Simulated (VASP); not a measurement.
Write the native input for VASP 6.6.1 that does the following.

```yaml
Task: single point
Functional: r2SCAN
Potentials_or_basis: VASP PAW PBE potentials, release 64 (Li_sv, Cl)
Cutoff: 520 eV
k_mesh: 1 × 1 × 14
Occupations: gaussian, width 0.05 eV
Spin: collinear spin, ferromagnetic start
Starting_moments: "[0.5, 0.5] μB"
Dipole_correction: no
Further_INCAR_settings: ALGO = Normal; EDIFF = 1e-06; NBANDS = 16
```

Wire: LiCl, a wire with vacuum.

```
Li Cl
1.0
     9.00000    0.00000    0.00000
     0.00000    9.30000    0.00000
     0.00000    0.00000    4.34828
Li Cl
1 1
Cartesian
  4.5000 4.6500 0.0000
  4.5000 4.6500 2.1741
```

These files were run (other wordings do the same):

POSCAR

```
LiCl
1.0
    9.0000000000      0.0000000000      0.0000000000
    0.0000000000      9.3000000000      0.0000000000
    0.0000000000      0.0000000000      4.3482767572
Li Cl
1 1
Direct
    0.5000000000      0.5000000000      0.0000000000
    0.5000000000      0.5000000000      0.5000000000
```

INCAR.step1

```
  PREC = Accurate
  ENCUT = 520
  ISMEAR = 0
  SIGMA = 0.05
  LREAL = F
  LASPH = T
  NELM = 150
  ISPIN = 2
  MAGMOM = 0.5 0.5
  NBANDS = 16
  GGA = PE
  ALGO = Normal
  EDIFF = 1E-4
  LWAVE = T
  LCHARG = F
```

INCAR.step2

```
  PREC = Accurate
  ENCUT = 520
  EDIFF = 1E-6
  ISMEAR = 0
  SIGMA = 0.05
  LREAL = F
  LASPH = T
  NELM = 150
  ALGO = Normal
  ISIF = 2
  LWAVE = F
  LCHARG = T
  ISPIN = 2
  MAGMOM = 0.5 0.5
  LORBIT = 11
  METAGGA = R2SCAN
  LMIXTAU = T
  LELF = T
  LVHAR = T
  NBANDS = 16
  ISTART = 1
```

KPOINTS

```
regular mesh
0
Gamma
  1 1 14
```

Potentials or basis: VASP PAW PBE potentials, release 64 (Li_sv, Cl).

Launch:

```bash
$ cat potpaw_PBE.64/Li_sv/POTCAR potpaw_PBE.64/Cl/POTCAR > POTCAR
$ cp INCAR.step1 INCAR
$ mpirun -np 1 vasp_std > vasp.out
$ cp INCAR.step2 INCAR
$ mpirun -np 1 vasp_std > vasp.out
```

Results of the run:

The band gap on the k mesh is 6.67 eV, indirect (least direct gap 6.84 eV) and the net moment is 0.00 μB per cell. The valence electrons inside the program's atomic spheres are Li 2.03; Cl 5.22.

It took 4.1 min on 1 thread of Intel(R) Xeon(R) Platinum 8559C (Emerald Rapids), with other jobs on the host, peak memory 0.62 GiB.
